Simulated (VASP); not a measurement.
# MgBi2TeO6 (Fm-3m) in VASP: single point with r2SCAN

Aim: the single point of MgBi2TeO6 with r2SCAN.

All numbers are computed with VASP 6.6.1; they aren't measurements. Logs are shortened: lines on timing, memory, paths and dates and some standing lists are left out, and cuts for length are marked.

## Step 1: The cell of the first run

The structure is cubic, space group Fm-3m (No. 225). Conventional cell: a = 8.030 Å, b = 8.030 Å, c = 8.030 Å, α = 90.00°, β = 90.00°, γ = 90.00°. O (site symmetry 4mm) has 1 Te at 1.94 Å and 1 Mg at 2.08 Å within 2.6 Å. Bi (site symmetry -43m) has 12 O at 2.84 Å and 4 Te at 3.48 Å and 4 Mg at 3.48 Å within 3.7 Å. Within 2.6 Å of Te (site symmetry m-3m) lie 6 O at 1.94 Å. Within 2.7 Å of Mg (site symmetry m-3m) lie 6 O at 2.08 Å.

## Step 2: Single point, r2SCAN

Contents of POSCAR:

```
MgBi2TeO6
1.0
    0.0000000000      4.0148915684      4.0148915684
    4.0148915684      0.0000000000      4.0148915684
    4.0148915684      4.0148915684      0.0000000000
O Bi Te Mg
6 2 1 1
Direct
    0.7415478238      0.2584521762      0.2584521762
    0.2584521762      0.7415478238      0.2584521762
    0.2584521762      0.7415478238      0.7415478238
    0.7415478238      0.2584521762      0.7415478238
    0.2584521762      0.2584521762      0.7415478238
    0.7415478238      0.7415478238      0.2584521762
    0.2500000000      0.2500000000      0.2500000000
    0.7500000000      0.7500000000      0.7500000000
    0.5000000000      0.5000000000      0.5000000000
    0.0000000000      0.0000000000      0.0000000000
```

Contents of INCAR.step1:

```
SYSTEM = MgBi2TeO6
PREC     = Accurate       ! precision mode
ENCUT    = 520            ! plane-wave cutoff, eV
ISMEAR   = -1             ! smearing method
SIGMA    = 0.0338         ! smearing width, eV
LREAL    = .FALSE.        ! projectors in reciprocal space
LASPH    = .TRUE.         ! aspherical terms in the spheres
NELM     = 100            ! most SCF steps
NBANDS   = 48             ! bands
GGA      = PE             ! functional
ALGO     = Normal         ! electronic algorithm
EDIFF    = 1E-4           ! SCF threshold, eV
LWAVE    = .TRUE.         ! write WAVECAR
LCHARG   = .FALSE.        ! write CHGCAR
```

Contents of INCAR.step2:

```
SYSTEM = MgBi2TeO6
PREC     = Accurate       ! precision mode
ENCUT    = 520            ! plane-wave cutoff, eV
EDIFF    = 1E-6           ! SCF threshold, eV
ISMEAR   = -1             ! smearing method
SIGMA    = 0.0338         ! smearing width, eV
LREAL    = .FALSE.        ! projectors in reciprocal space
LASPH    = .TRUE.         ! aspherical terms in the spheres
NELM     = 100            ! most SCF steps
ALGO     = Normal         ! electronic algorithm
ISIF     = 2              ! what is computed and relaxed
LWAVE    = .FALSE.        ! write WAVECAR
LCHARG   = .FALSE.        ! write CHGCAR
METAGGA  = R2SCAN         ! meta-GGA
LMIXTAU  = .TRUE.       
NBANDS   = 48             ! bands
ISTART   = 1
```

Contents of KPOINTS:

```
regular mesh
0
G
  7 7 7
  0 0 0
```

Potentials or basis: VASP PAW PBE potentials, release 64 (O, Bi_d, Te, Mg).

The run is started by

```
$ cat potpaw_PBE.64/O/POTCAR potpaw_PBE.64/Bi_d/POTCAR potpaw_PBE.64/Te/POTCAR potpaw_PBE.64/Mg/POTCAR > POTCAR
$ cp INCAR.step1 INCAR
$ mpirun -np 1 vasp_std > vasp.out
$ cp INCAR.step2 INCAR
$ mpirun -np 1 vasp_std > vasp.out
```

OUTCAR:

```text
SYSTEM = MgBi2TeO6
   PREC = Accurate
   ENCUT = 520
   EDIFF = 1E-6
   ISMEAR = -1
   LREAL = .FALSE.
   LASPH = .TRUE.
   NELM = 100
   ISIF = 2
   METAGGA = R2SCAN
   ISTART = 1

 ion  position               nearest neighbor table
   1  0.742  0.258  0.258-   9 1.94  10 2.08   7 2.84   7 2.84   8 2.84   8 2.84
   2  0.258  0.742  0.258-   9 1.94  10 2.08   7 2.84   7 2.84   8 2.84   8 2.84
   3  0.258  0.742  0.742-   9 1.94  10 2.08   8 2.84   7 2.84   7 2.84   8 2.84
   4  0.742  0.258  0.742-   9 1.94  10 2.08   8 2.84   7 2.84   7 2.84   8 2.84
   5  0.258  0.258  0.742-   9 1.94  10 2.08   7 2.84   7 2.84   8 2.84   8 2.84
   6  0.742  0.742  0.258-   9 1.94  10 2.08   8 2.84   7 2.84   7 2.84   8 2.84
   7  0.250  0.250  0.250-   1 2.84   2 2.84   5 2.84   3 2.84   4 2.84   5 2.84   2 2.84   3 2.84
                             6 2.84   1 2.84   4 2.84   6 2.84  10 3.48   9 3.48  10 3.48   9 3.48
   8  0.750  0.750  0.750-   2 2.84   3 2.84   5 2.84   1 2.84   4 2.84   5 2.84   1 2.84   2 2.84
                             6 2.84   3 2.84   4 2.84   6 2.84   9 3.48  10 3.48   9 3.48   9 3.48
   9  0.500  0.500  0.500-   1 1.94   2 1.94   3 1.94   4 1.94   5 1.94   6 1.94   7 3.48   8 3.48
                             7 3.48   7 3.48   7 3.48   8 3.48   8 3.48   8 3.48
  10  0.000  0.000  0.000-   1 2.08   2 2.08   3 2.08   4 2.08   5 2.08   6 2.08   7 3.48   8 3.48
                             8 3.48   8 3.48   8 3.48   7 3.48   7 3.48   7 3.48

  LATTYP: Found a face centered cubic cell.
 ALAT       =     8.0297831368

  Lattice vectors:

 A1 = (   0.0000000000,   4.0148915684,   4.0148915684)
 A2 = (   4.0148915684,   0.0000000000,   4.0148915684)
 A3 = (   4.0148915684,   4.0148915684,   0.0000000000)

Analysis of symmetry for initial positions (statically):
=====================================================================
 Subroutine PRICEL returns:
 Original cell was already a primitive cell.

 Routine SETGRP: Setting up the symmetry group for a
 face centered cubic supercell.

 Subroutine GETGRP returns: Found 48 space group operations
 (whereof 48 operations were pure point group operations)
 out of a pool of 48 trial point group operations.

The static configuration has the point symmetry O_h .

Analysis of symmetry for dynamics (positions and initial velocities):
=====================================================================
 Subroutine PRICEL returns:
 Original cell was already a primitive cell.

 Routine SETGRP: Setting up the symmetry group for a
 face centered cubic supercell.

 Subroutine GETGRP returns: Found 48 space group operations
 (whereof 48 operations were pure point group operations)
 out of a pool of 48 trial point group operations.

The dynamic configuration has the point symmetry O_h .

 Subroutine INISYM returns: Found 48 space group operations
 (whereof 48 operations are pure point group operations),
 and found     1 'primitive' translations

----------------------------------------------------------------------------------------

                                     Primitive cell

  volume of cell :     129.4349

  direct lattice vectors                    reciprocal lattice vectors
     0.000000000  4.014891568  4.014891568    -0.124536365  0.124536365  0.124536365
     4.014891568  0.000000000  4.014891568     0.124536365 -0.124536365  0.124536365
     4.014891568  4.014891568  0.000000000     0.124536365  0.124536365 -0.124536365

  length of vectors
     5.677914107  5.677914107  5.677914107     0.215703311  0.215703311  0.215703311

  position of ions in fractional coordinates (direct lattice)
     0.741547824  0.258452176  0.258452176
     0.258452176  0.741547824  0.258452176
     0.258452176  0.741547824  0.741547824
     0.741547824  0.258452176  0.741547824
     0.258452176  0.258452176  0.741547824
     0.741547824  0.741547824  0.258452176
     0.250000000  0.250000000  0.250000000
     0.750000000  0.750000000  0.750000000
     0.500000000  0.500000000  0.500000000
     0.000000000  0.000000000  0.000000000

  ion indices of the primitive-cell ions
   primitive index   ion index
                 1           1
                 2           2
                 3           3
                 4           4
                 5           5
                 6           6
                 7           7
                 8           8
                 9           9
                10          10

----------------------------------------------------------------------------------------

 KPOINTS: regular mesh

Automatic generation of k-mesh.
 Grid dimensions read from file:
 generate k-points for:    7    7    7

 Generating k-lattice:

  Cartesian coordinates                     Fractional coordinates (reciprocal lattice)
    -0.017790909  0.017790909  0.017790909     0.142857143  0.000000000  0.000000000
     0.017790909 -0.017790909  0.017790909     0.000000000  0.142857143  0.000000000
     0.017790909  0.017790909 -0.017790909     0.000000000  0.000000000  0.142857143

  Length of vectors
     0.030814759  0.030814759  0.030814759

  Shift w.r.t. Gamma in fractional coordinates (k-lattice)
     0.000000000  0.000000000  0.000000000

 Subroutine IBZKPT returns following result:
 ===========================================

 Found     20 irreducible k-points:

 Following reciprocal coordinates:
            Coordinates               Weight
  0.000000  0.000000  0.000000      1.000000
  0.142857  0.000000  0.000000      8.000000
  0.285714  0.000000  0.000000      8.000000
  0.428571  0.000000  0.000000      8.000000
  0.142857  0.142857  0.000000      6.000000
  0.285714  0.142857  0.000000     24.000000
[... 12 lines left out ...]
 -0.428571  0.428571  0.142857     24.000000
 -0.285714  0.428571  0.142857     24.000000
   k-points           NKPTS =     20   k-points in BZ     NKDIM =     20   number of bands    NBANDS=     48
   number of dos      NEDOS =    301   number of ions     NIONS =     10
   total plane-waves  NPLWV =  74088
   dimension x,y,z NGX =    42 NGY =   42 NGZ =   42
   dimension x,y,z NGXF=    84 NGYF=   84 NGZF=   84
   ions per type =               6   2   1   1
   NGX,Y,Z   is equivalent  to a cutoff of  12.30, 12.30, 12.30 a.u.
   NGXF,Y,Z  is equivalent  to a cutoff of  24.59, 24.59, 24.59 a.u.
 SYSTEM =  MgBi2TeO6
   PREC   = accura    normal or accurate (medium, high low for compatibility)
   ISTART =      1    job   : 0-new  1-cont  2-samecut
   ICHARG =      0    charge: 1-file 2-atom 10-const
   ISPIN  =      1    spin polarized calculation?
   LNONCOLLINEAR =      F non collinear calculations
   LSORBIT =      F    spin-orbit coupling
   LASPH  =      T    aspherical Exc in radial PAW
   ENCUT  =  520.0 eV  38.22 Ry    6.18 a.u.  10.56 10.56 10.56*2*pi/ulx,y,z
   NELM   =    100;   NELMIN=  2; NELMDL=  0     # of ELM steps
   EDIFF  = 0.1E-05   stopping-criterion for ELM
   LREAL  =      F    real-space projection
   EDIFFG = 0.1E-04   stopping-criterion for IOM
   NSW    =      0    number of steps for IOM
   IBRION =     -1    ionic relax: 0-MD 1-quasi-New 2-CG
   NFREE  =      0    steps in history (QN), initial steepest desc. (CG)
   ISIF   =      2    stress and relaxation
   ISYM   =      2    0-nonsym 1-usesym 2-fastsym
   POTIM  = 0.5000    time-step for ionic-motion
   TEBEG  =    0.0;   TEEND  =   0.0 temperature during run
   PSTRESS=    0.0 pullay stress
   NELECT =      74.0000    total number of electrons
   NUPDOWN=      -1.0000    fix difference up-down
   EMIN   =  10.00;   EMAX   =-10.00  energy-range for DOS
   EFERMI =   0.00;   METHOD = LEGACY
   ISMEAR =    -1;   SIGMA  =   0.03  broadening in eV -4-tet -1-fermi 0-gaus
   EFERMI_NEDOS =   21; number of points for ismear=-14 and -15
   IALGO  =     38    algorithm
   IMIX   =      4    mixing-type and parameters
     AMIX     =   0.40;   BMIX     =  1.00
     AMIX_MAG =   1.60;   BMIX_MAG =  1.00
  volume/ion in A,a.u.               =      12.94        87.35
  Fermi-wavevector in a.u.,A,eV,Ry     =   1.358735  2.567638 25.118561  1.846162
  Thomas-Fermi vector in A             =   2.485543
   LORBIT       =      0    0 simple, 1 ext, 2 COOP (PROOUT), +10 PAW based schemes
   METAGGA = R2SCAN    functional components
   LHFCALC =     F    Hartree Fock is set to
   AEXX    =    0.0000 exact exchange contribution
   IVDW    =     0    specifies the selected vdW correction
   LEPSILON=     F    determine dielectric tensor
   LRPA    =     F    only Hartree local field effects (RPA)
 non-spin polarized calculation
  energy-cutoff  :      520.00
  volume of cell :      129.43
 maximum number of plane-waves:      3512
 NGX is ok and might be reduce to    42
   NGX = 21   NGY = 21   NGZ = 21

 number of electron      73.9999984 magnetization

 Free energy of the ion-electron system (eV)
  ---------------------------------------------------
  ext. energy  EPLUGINS =         0.00000000
  ---------------------------------------------------
  free energy    TOTEN  =      -194.39531075 eV

  energy without entropy =     -194.37634277  energy(sigma->0) =     -194.38582676

 E-fermi :   9.2377     XC(G=0): -11.8471

 val. band max:        9.1601922500   @ k =   0.4286   0.2857   0.1429
 cond. band min:       9.2497856632   @ k =  -0.2857   0.1429   0.0000
 fundamental gap:      0.0895934133
 Fermi energy:         9.2377017891

 k-point     1 :       0.0000    0.0000    0.0000
  band No.  band energies     occupation
      1     -16.3146      2.00000
      2     -16.3146      2.00000
      3     -16.3146      2.00000
      4     -16.2988      2.00000
      5     -16.2988      2.00000
      6     -16.2518      2.00000
[... 40 lines left out ...]
     47      15.7569      0.00000
     48      15.7569      0.00000

 k-point     2 :       0.1429    0.0000    0.0000
  band No.  band energies     occupation
      1     -16.3132      2.00000
      2     -16.3098      2.00000
      3     -16.3098      2.00000
      4     -16.2950      2.00000
      5     -16.2950      2.00000
      6     -16.2535      2.00000
[... 40 lines left out ...]
     47      16.2042      0.00000
     48      16.2042      0.00000

 k-point     3 :       0.2857    0.0000    0.0000
  band No.  band energies     occupation
      1     -16.3077      2.00000
      2     -16.2976      2.00000
      3     -16.2976      2.00000
      4     -16.2849      2.00000
      5     -16.2849      2.00000
      6     -16.2597      2.00000
[... 856 lines left out ...]
     47      17.8082      0.00000
     48      17.9595      0.00000

 k-point    20 :      -0.2857    0.4286    0.1429
  band No.  band energies     occupation
      1     -16.3162      2.00000
      2     -16.2843      2.00000
      3     -16.2740      2.00000
      4     -16.2725      2.00000
      5     -16.2680      2.00000
      6     -16.2644      2.00000
[... 40 lines left out ...]
     47      17.9251      0.00000
     48      18.3117      0.00000

------------------------ aborting loop because EDIFF is reached ----------------------------------------

  FORCE on cell =-STRESS in cart. coord.  units (eV):
  Direction    XX          YY          ZZ          XY          YZ          ZX
  --------------------------------------------------------------------------------------
  -------------------------------------------------------------------------------------
  Total       -0.3461510     -0.3461510     -0.3461510      0.0000000      0.0000000      0.0000000
  in kB       -4.2847424     -4.2847424     -4.2847424      0.0000000      0.0000000      0.0000000
  external PRESSURE =      -4.2847424 kB  Pullay stress =       0.0000000 kB

 VOLUME and BASIS-vectors are now :
 -----------------------------------------------------------------------------
  energy-cutoff  :      520.00
  volume of cell :      129.43
      direct lattice vectors                 reciprocal lattice vectors
     0.000000000  4.014891568  4.014891568    -0.124536365  0.124536365  0.124536365
     4.014891568  0.000000000  4.014891568     0.124536365 -0.124536365  0.124536365
     4.014891568  4.014891568  0.000000000     0.124536365  0.124536365 -0.124536365

 POSITION                                       TOTAL-FORCE (eV/Angst)
 -----------------------------------------------------------------------------------
      2.07531      4.01489      4.01489        -0.024155      0.000000      0.000000
      4.01489      2.07531      4.01489         0.000000     -0.024155      0.000000
      5.95447      4.01489      4.01489         0.024155      0.000000      0.000000
      4.01489      5.95447      4.01489         0.000000      0.024155      0.000000
      4.01489      4.01489      2.07531         0.000000      0.000000     -0.024155
      4.01489      4.01489      5.95447         0.000000      0.000000      0.024155
      2.00745      2.00745      2.00745        -0.000000      0.000000     -0.000000
      6.02234      6.02234      6.02234         0.000000      0.000000      0.000000
      4.01489      4.01489      4.01489         0.000000      0.000000     -0.000000
      0.00000      0.00000      0.00000         0.000000      0.000000      0.000000
 -----------------------------------------------------------------------------------
    total drift:                               -0.000000     -0.000000     -0.000000

  FREE ENERGIE OF THE ION-ELECTRON SYSTEM (eV)
  ---------------------------------------------------
  free  energy   TOTEN  =      -194.3953107456 eV

  energy  without entropy=     -194.3763427682  energy(sigma->0) =     -194.38582676
```

Wall time 8.5 min (1 thread of AMD EPYC 7R43 (Zen 3), shared host); peak memory 0.32 GiB.

What came out:

```yaml
Free_energy: -194.3953 eV
Pressure: -0.4 GPa
Largest_force: 0.024 eV/Å
Band_gap_on_the_k_mesh: zero (band 37 reaches 9.37 eV, above the bottom of band 38 at 8.88 eV)
```

Forces on the atoms (eV/Å):
```
O   -0.024  0.000  0.000
O    0.000 -0.024  0.000
O    0.024  0.000  0.000
O    0.000  0.024  0.000
O    0.000  0.000 -0.024
O    0.000  0.000  0.024
Bi   0.000  0.000  0.000
Bi   0.000  0.000  0.000
Te   0.000  0.000  0.000
Mg   0.000  0.000  0.000
```

Caveat: the PAW data sets were made with another functional, which shifts forces and pressure a little; spin-orbit coupling is left out, which moves the levels of the heavy elements.
